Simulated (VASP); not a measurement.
# HfC (Fm-3m) in VASP: further runs

Runs on HfC. Level: PBE. Tasks: single point.

All numbers are computed with VASP 6.6.1; they aren't measurements. Logs are shortened: lines on timing, memory, paths and dates and some standing lists are left out, and cuts for length are marked.

### 1 The cell of the first run

It takes space group Fm-3m (No. 225, cubic). The conventional cell has a = 4.650 Å, b = 4.650 Å, c = 4.650 Å, α = 90.00°, β = 90.00°, γ = 90.00°. Within 3.1 Å of Hf (site symmetry m-3m) lie 6 C at 2.33 Å. Within 3.1 Å of C (site symmetry m-3m) lie 6 Hf at 2.33 Å.

### 2 Single point, PBE

Contents of INCAR:

```
ALGO = Normal
EDIFF = 1E-7
ENCUT = 520
GGA = PE
ISIF = 2
ISMEAR = 1
LASPH = T
LCHARG = T
LELF = T
LREAL = F
LVHAR = T
LWAVE = F
NBANDS = 14
NELM = 60
PREC = Accurate
SIGMA = 0.1
```

Contents of KPOINTS:

```
k-points
0
Gamma
  3 3 3
```

Contents of POSCAR:

```
HfC
1.0
    0.0000000000      2.3250000000      2.3250000000
    2.3250000000      0.0000000000      2.3250000000
    2.3250000000      2.3250000000      0.0000000000
Hf C
1 1
Direct
    0.5000000000      0.5000000000      0.5000000000
    0.0000000000      0.0000000000      0.0000000000
```

Potentials or basis: VASP PAW PBE potentials, release 64 (Hf_pv, C).

The run is started by

```console
> cat potpaw_PBE.64/Hf_pv/POTCAR potpaw_PBE.64/C/POTCAR > POTCAR
> mpirun -np 1 vasp_std > vasp.out
```

OUTCAR:

```text
EDIFF = 1E-7
   ENCUT = 520
   GGA = PE
   ISIF = 2
   ISMEAR = 1
   LASPH = T
   LREAL = F
   NELM = 60
   PREC = Accurate

 ion  position               nearest neighbor table
   1  0.500  0.500  0.500-   2 2.33   2 2.33   2 2.33   2 2.33   2 2.33   2 2.33
   2  0.000  0.000  0.000-   1 2.33   1 2.33   1 2.33   1 2.33   1 2.33   1 2.33

  LATTYP: Found a face centered cubic cell.
 ALAT       =     4.6500000000

  Lattice vectors:

 A1 = (   0.0000000000,   2.3250000000,   2.3250000000)
 A2 = (   2.3250000000,   0.0000000000,   2.3250000000)
 A3 = (   2.3250000000,   2.3250000000,   0.0000000000)

Analysis of symmetry for initial positions (statically):
=====================================================================
 Subroutine PRICEL returns:
 Original cell was already a primitive cell.

 Routine SETGRP: Setting up the symmetry group for a
 face centered cubic supercell.

 Subroutine GETGRP returns: Found 48 space group operations
 (whereof 48 operations were pure point group operations)
 out of a pool of 48 trial point group operations.

The static configuration has the point symmetry O_h .

Analysis of symmetry for dynamics (positions and initial velocities):
=====================================================================
 Subroutine PRICEL returns:
 Original cell was already a primitive cell.

 Routine SETGRP: Setting up the symmetry group for a
 face centered cubic supercell.

 Subroutine GETGRP returns: Found 48 space group operations
 (whereof 48 operations were pure point group operations)
 out of a pool of 48 trial point group operations.

The dynamic configuration has the point symmetry O_h .

 Subroutine INISYM returns: Found 48 space group operations
 (whereof 48 operations are pure point group operations),
 and found     1 'primitive' translations

----------------------------------------------------------------------------------------

                                     Primitive cell

  volume of cell :      25.1362

  direct lattice vectors                    reciprocal lattice vectors
     0.000000000  2.325000000  2.325000000    -0.215053763  0.215053763  0.215053763
     2.325000000  0.000000000  2.325000000     0.215053763 -0.215053763  0.215053763
     2.325000000  2.325000000  0.000000000     0.215053763  0.215053763 -0.215053763

  length of vectors
     3.288046533  3.288046533  3.288046533     0.372484045  0.372484045  0.372484045

  position of ions in fractional coordinates (direct lattice)
     0.500000000  0.500000000  0.500000000
     0.000000000  0.000000000  0.000000000

  ion indices of the primitive-cell ions
   primitive index   ion index
                 1           1
                 2           2

----------------------------------------------------------------------------------------

 KPOINTS: k-points

Automatic generation of k-mesh.
 Grid dimensions read from file:
 generate k-points for:    3    3    3

 Generating k-lattice:

  Cartesian coordinates                     Fractional coordinates (reciprocal lattice)
    -0.071684588  0.071684588  0.071684588     0.333333333  0.000000000  0.000000000
     0.071684588 -0.071684588  0.071684588     0.000000000  0.333333333  0.000000000
     0.071684588  0.071684588 -0.071684588     0.000000000  0.000000000  0.333333333

  Length of vectors
     0.124161348  0.124161348  0.124161348

  Shift w.r.t. Gamma in fractional coordinates (k-lattice)
     0.000000000  0.000000000  0.000000000

 Subroutine IBZKPT returns following result:
 ===========================================

 Found      4 irreducible k-points:

 Following reciprocal coordinates:
            Coordinates               Weight
  0.000000  0.000000  0.000000      1.000000
  0.333333  0.000000  0.000000      8.000000
  0.333333  0.333333  0.000000      6.000000
 -0.333333  0.333333  0.000000     12.000000
   k-points           NKPTS =      4   k-points in BZ     NKDIM =      4   number of bands    NBANDS=     14
   number of dos      NEDOS =    301   number of ions     NIONS =      2
   total plane-waves  NPLWV =  13824
   dimension x,y,z NGX =    24 NGY =   24 NGZ =   24
   dimension x,y,z NGXF=    48 NGYF=   48 NGZF=   48
   ions per type =               1   1
   NGX,Y,Z   is equivalent  to a cutoff of  12.13, 12.13, 12.13 a.u.
   NGXF,Y,Z  is equivalent  to a cutoff of  24.27, 24.27, 24.27 a.u.
 SYSTEM =  unknown system
   PREC   = accura    normal or accurate (medium, high low for compatibility)
   ISTART =      0    job   : 0-new  1-cont  2-samecut
   ICHARG =      2    charge: 1-file 2-atom 10-const
   ISPIN  =      1    spin polarized calculation?
   LNONCOLLINEAR =      F non collinear calculations
   LSORBIT =      F    spin-orbit coupling
   LASPH  =      T    aspherical Exc in radial PAW
   ENCUT  =  520.0 eV  38.22 Ry    6.18 a.u.   6.11  6.11  6.11*2*pi/ulx,y,z
   NELM   =     60;   NELMIN=  2; NELMDL= -5     # of ELM steps
   EDIFF  = 0.1E-06   stopping-criterion for ELM
   LREAL  =      F    real-space projection
   EDIFFG = 0.1E-05   stopping-criterion for IOM
   NSW    =      0    number of steps for IOM
   IBRION =     -1    ionic relax: 0-MD 1-quasi-New 2-CG
   NFREE  =      0    steps in history (QN), initial steepest desc. (CG)
   ISIF   =      2    stress and relaxation
   ISYM   =      2    0-nonsym 1-usesym 2-fastsym
   POTIM  = 0.5000    time-step for ionic-motion
   TEBEG  =    0.0;   TEEND  =   0.0 temperature during run
   PSTRESS=    0.0 pullay stress
   NELECT =      14.0000    total number of electrons
   NUPDOWN=      -1.0000    fix difference up-down
   EMIN   =  10.00;   EMAX   =-10.00  energy-range for DOS
   EFERMI =   0.00;   METHOD = LEGACY
   ISMEAR =     1;   SIGMA  =   0.10  broadening in eV -4-tet -1-fermi 0-gaus
   EFERMI_NEDOS =   21; number of points for ismear=-14 and -15
   IALGO  =     38    algorithm
   IMIX   =      4    mixing-type and parameters
     AMIX     =   0.40;   BMIX     =  1.00
     AMIX_MAG =   1.60;   BMIX_MAG =  1.00
  volume/ion in A,a.u.               =      12.57        84.81
  Fermi-wavevector in a.u.,A,eV,Ry     =   1.346949  2.545365 24.684672  1.814272
  Thomas-Fermi vector in A             =   2.474740
   LORBIT       =      0    0 simple, 1 ext, 2 COOP (PROOUT), +10 PAW based schemes
   GGA     = PE    functional components
   LHFCALC =     F    Hartree Fock is set to
   AEXX    =    0.0000 exact exchange contribution
   IVDW    =     0    specifies the selected vdW correction
   LEPSILON=     F    determine dielectric tensor
   LRPA    =     F    only Hartree local field effects (RPA)
 non-spin polarized calculation
 Methfessel and Paxton  Order N= 1 SIGMA  =   0.10
  energy-cutoff  :      520.00
  volume of cell :       25.14
 maximum number of plane-waves:       680
   NGX = 13   NGY = 13   NGZ = 13

 number of electron      14.0000000 magnetization

 Free energy of the ion-electron system (eV)
  ---------------------------------------------------
  ext. energy  EPLUGINS =         0.00000000
  ---------------------------------------------------
  free energy    TOTEN  =       -20.81785119 eV

  energy without entropy =      -20.80868198  energy(sigma->0) =      -20.81479479

 E-fermi :   5.5798     XC(G=0): -12.2913

 val. band max:        5.5486083930   @ k =   0.3333   0.3333   0.0000
 cond. band min:       6.8880609812   @ k =   0.0000   0.0000   0.0000
 fundamental gap:      1.3394525882
 Fermi energy:         5.5797625106

 k-point     1 :       0.0000    0.0000    0.0000
  band No.  band energies     occupation
      1     -23.5899      2.00000
      2     -23.5899      2.00000
      3     -23.5899      2.00000
      4      -6.3959      2.00000
      5       6.8881     -0.00000
      6       6.8881     -0.00000
      7       6.8881     -0.00000
      8       7.3561     -0.00000
      9       7.3561     -0.00000
     10       7.3561     -0.00000
     11       9.3536      0.00000
     12       9.3536      0.00000
     13      12.7423      0.00000
     14      16.9580      0.00000

 k-point     2 :       0.3333    0.0000    0.0000
  band No.  band energies     occupation
      1     -24.1064      2.00000
      2     -23.6416      2.00000
      3     -23.6416      2.00000
      4      -4.0659      2.00000
      5       1.5152      2.00000
      6       3.4949      2.00000
      7       3.4949      2.00000
      8       9.6327      0.00000
      9       9.9756      0.00000
     10       9.9756      0.00000
     11      14.9157      0.00000
     12      15.1821      0.00000
     13      15.1821      0.00000
     14      19.6957      0.00000

 k-point     3 :       0.3333    0.3333    0.0000
  band No.  band energies     occupation
      1     -24.0505      2.00000
      2     -23.7645      2.00000
      3     -23.7645      2.00000
      4      -4.4825      2.00000
      5       2.2082      2.00000
      6       4.7743      2.00000
      7       5.5486      1.50000
      8       5.5486      1.50000
      9      10.7111      0.00000
     10      12.2965      0.00000
     11      12.2965      0.00000
     12      13.6838      0.00000
     13      18.0535      0.00000
     14      19.0000      0.00000

 k-point     4 :      -0.3333    0.3333    0.0000
  band No.  band energies     occupation
      1     -24.0388      2.00000
      2     -24.0136      2.00000
      3     -23.7297      2.00000
      4      -3.5254      2.00000
      5       1.6349      2.00000
      6       3.1923      2.00000
      7       3.7461      2.00000
      8       8.7701      0.00000
      9      11.1138      0.00000
     10      11.6915      0.00000
     11      13.6557      0.00000
     12      15.7736      0.00000
     13      17.9411      0.00000
     14      19.2692      0.00000

------------------------ aborting loop because EDIFF is reached ----------------------------------------

  FORCE on cell =-STRESS in cart. coord.  units (eV):
  Direction    XX          YY          ZZ          XY          YZ          ZX
  --------------------------------------------------------------------------------------
  -------------------------------------------------------------------------------------
  Total       -0.0757887     -0.0757887     -0.0757887      0.0000000     -0.0000000     -0.0000000
  in kB       -4.8307672     -4.8307672     -4.8307672      0.0000000     -0.0000000     -0.0000000
  external PRESSURE =      -4.8307672 kB  Pullay stress =       0.0000000 kB

 VOLUME and BASIS-vectors are now :
 -----------------------------------------------------------------------------
  energy-cutoff  :      520.00
  volume of cell :       25.14
      direct lattice vectors                 reciprocal lattice vectors
     0.000000000  2.325000000  2.325000000    -0.215053763  0.215053763  0.215053763
     2.325000000  0.000000000  2.325000000     0.215053763 -0.215053763  0.215053763
     2.325000000  2.325000000  0.000000000     0.215053763  0.215053763 -0.215053763

 POSITION                                       TOTAL-FORCE (eV/Angst)
 -----------------------------------------------------------------------------------
      2.32500      2.32500      2.32500        -0.000000      0.000000     -0.000000
      0.00000      0.00000      0.00000         0.000000     -0.000000      0.000000
 -----------------------------------------------------------------------------------
    total drift:                                0.000000     -0.000000      0.000000

  FREE ENERGIE OF THE ION-ELECTRON SYSTEM (eV)
  ---------------------------------------------------
  free  energy   TOTEN  =       -20.8178511897 eV

  energy  without entropy=      -20.8086819827  energy(sigma->0) =      -20.81479479
```

It took 4.2 s on 1 thread of Intel Xeon 6975P-C, shared host; peak memory 0.14 GiB.

What came out:

- Free energy: -20.8179 eV
- Pressure: -0.5 GPa
- Band gap on the k mesh: zero (band 7 reaches 6.89 eV, above the bottom of band 8 at 5.55 eV)

Caveat: the k points lie up to 0.78 Å⁻¹ apart; spin-orbit coupling is left out, which moves the levels of the heavy elements.

### 3 Single point, PBE

Contents of INCAR:

```
SYSTEM = HfC
PREC = Accurate
ENCUT = 520
EDIFF = 1E-6
ISMEAR = 1
SIGMA = 0.1
LREAL = .False.
LASPH = .True.
NELM = 60
ALGO = Normal
ISIF = 2
LWAVE = .False.
LCHARG = .False.
GGA = PE
NBANDS = 14
```

Contents of KPOINTS:

```
Automatic mesh
0
Gamma
  4 4 4
  0 0 0
```

POSCAR is that of step 2.

Potentials or basis: VASP PAW PBE potentials, release 64 (Hf_pv, C).

The run is started by

```console
> cat potpaw_PBE.64/Hf_pv/POTCAR potpaw_PBE.64/C/POTCAR > POTCAR
> mpirun -np 1 vasp_std > vasp.out
```

It took 4.1 s on 1 thread of Intel Xeon 6975P-C, shared host; peak memory 0.14 GiB.

It converged, with:

```yaml
Free_energy: -20.9703 eV
Pressure: -1.8 GPa
Band_gap_on_the_k_mesh: zero (band 7 reaches 6.86 eV, above the bottom of band 8 at 5.47 eV)
```

Levels at points of the mesh, in eV from the Fermi level:
| k point | band 3 | band 4 | band 5 | band 6 | band 7 | band 8 | band 9 | band 10 | band 11 | band 12 |
| --- | --- | --- | --- | --- | --- | --- | --- | --- | --- | --- |
| (0.00, 0.00, 0.00) | -29.12 | -11.96 | 1.31 | 1.31 | 1.31 | 1.81 | 1.81 | 1.81 | 3.81 | 3.81 |
| (0.50, 0.00, 0.00) | -29.19 | -8.25 | -5.76 | -2.62 | -2.62 | 5.74 | 5.74 | 6.17 | 6.94 | 11.77 |
| (0.50, 0.50, 0.00) | -29.35 | -10.08 | -2.23 | -1.36 | 0.23 | 0.23 | 5.73 | 7.17 | 7.17 | 8.83 |

Caveat: the k points lie up to 0.59 Å⁻¹ apart; spin-orbit coupling is left out, which moves the levels of the heavy elements.

(Part 1 of 2 ends here.)
